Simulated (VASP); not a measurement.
MgF2, 6 atoms in the cell. Symmetry: P4_2/mnm, No. 136, tetragonal system. The conventional cell has a = 4.431 Å, b = 4.431 Å, c = 2.953 Å, α = 90.00°, β = 90.00°, γ = 90.00°. Mg (site symmetry mmm) has 6 F at 1.89 to 1.93 Å within 2.5 Å. F (site symmetry m2m) has 3 Mg at 1.89 to 1.93 Å and 1 F at 2.48 Å within 2.5 Å. 

```yaml
Program: VASP 6.6.1
Task: single point
Functional: PBEsol
Potentials_or_basis: VASP PAW PBE potentials, release 64 (Mg, F)
Cutoff: 600 eV
k_mesh: 6 × 6 × 8
Occupations: gaussian, width 0.02 eV
Spin: no spin polarisation
Dipole_correction: no
Further_INCAR_settings: ALGO = Normal; EDIFF = 1e-06; NBANDS = 25
```

Potentials or basis: VASP PAW PBE potentials, release 64 (Mg, F).

Command:

```console
$ cat potpaw_PBE.64/Mg/POTCAR potpaw_PBE.64/F/POTCAR > POTCAR
$ mpirun -np 1 vasp_std > vasp.out
```

Hardware: 1 thread of Oxide Virtual Turin-like Processor, with other jobs on the host.

Task: How long does it take, and how much memory?

Result: Run time: 69 s on 1 thread of Oxide Virtual Turin-like Processor, on a shared host, peak memory 0.19 GiB. Counts: scf iterations 12, k points 50.
